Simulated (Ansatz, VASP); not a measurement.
**AlN: VASP beside Ansatz**

```xyz
4
Lattice="3.0756 0.0000 0.0000 -1.5378 2.6636 0.0000 0.0000 0.0000 4.9288" Properties=species:S:1:pos:R:3 pbc="T T T"
Al    0.0000    1.7757   -0.0167
Al    1.5378    0.8879    2.4477
N     0.0000    1.7757    1.8650
N     1.5378    0.8879    4.3294
```

Change from the starting cell: hydrostatic strain -1.0%.

Alike in both runs: task single point; functional r2SCAN; k mesh 12 × 12 × 6; no spin polarisation.

|  | VASP | Ansatz |
| --- | --- | --- |
| version | VASP 6.6.1 | Ansatz 0.2.0 |
| potentials or method | VASP PAW PBE potentials, release 64 (Al, N) | plane waves, PAW |
| plane-wave cutoff (eV) | 520 | 500 |
| occupations | gaussian, width 0.01 eV | fixed |
| valence electrons in the cell | 16 | 16 |

Ansatz gave:

```
gap on the k mesh at the Fermi level (eV)                     : 5.16
pressure (GPa)                                                : 6.7
traceless stress, the component that is largest in VASP (GPa) : -0.42
```

Question: Which values does VASP return?

Answer: gap on the k mesh at the Fermi level (eV): 5.20; pressure (GPa): 6.4; traceless stress, the component that is largest in VASP (GPa): -0.41.

VASP's potentials were made for PBE, not for r2SCAN.
